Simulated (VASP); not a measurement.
Crystal: GaCo.

```
Ga Co
1.0
     2.87800    0.00000    0.00000
     0.00000    2.87800    0.00000
     0.00000    0.00000    2.87800
Ga Co
1 1
Direct
  0.50000 0.50000 0.50000
  0.00000 0.00000 0.00000
```

Program: VASP 6.6.1. Alike in all runs: potentials or basis VASP PAW PBE potentials, release 64 (Ga_d, Co); spin collinear, ferromagnetic start; cell as given.

Problem. Order these runs on this cell by their pressure, lowest first.
A. level PBE; fixed moment (μB) 0.5; k mesh 8 × 8 × 8; cutoff (eV) 520; smearing fermi-dirac 0.05 eV; dipole correction no
B. level PBE; fixed moment (μB) 4.0; k mesh 8 × 8 × 8; cutoff (eV) 520; smearing fermi-dirac 0.05 eV; dipole correction no
C. level PBE; fixed moment (μB) 2.0; k mesh 8 × 8 × 8; cutoff (eV) 520; smearing fermi-dirac 0.05 eV; dipole correction no
D. level r2SCAN+U; U Co d U = 5 eV; k mesh 21 × 21 × 21; cutoff (eV) 580; smearing methfessel-paxton 0.05 eV; tolerance level standard; purpose bands; route KPOINTS_OPT

Solution. A (2.5 GPa), C (17.3 GPa), D (20.0 GPa), B (56.9 GPa).

Caveats: the cell stands under pressure (at least some runs); the total moment is fixed, so each spin has its own Fermi level (at least some runs); the PAW data sets were made with another functional, which shifts forces and pressure a little (at least some runs); the U is typed as a test and isn't derived for this compound (at least some runs).
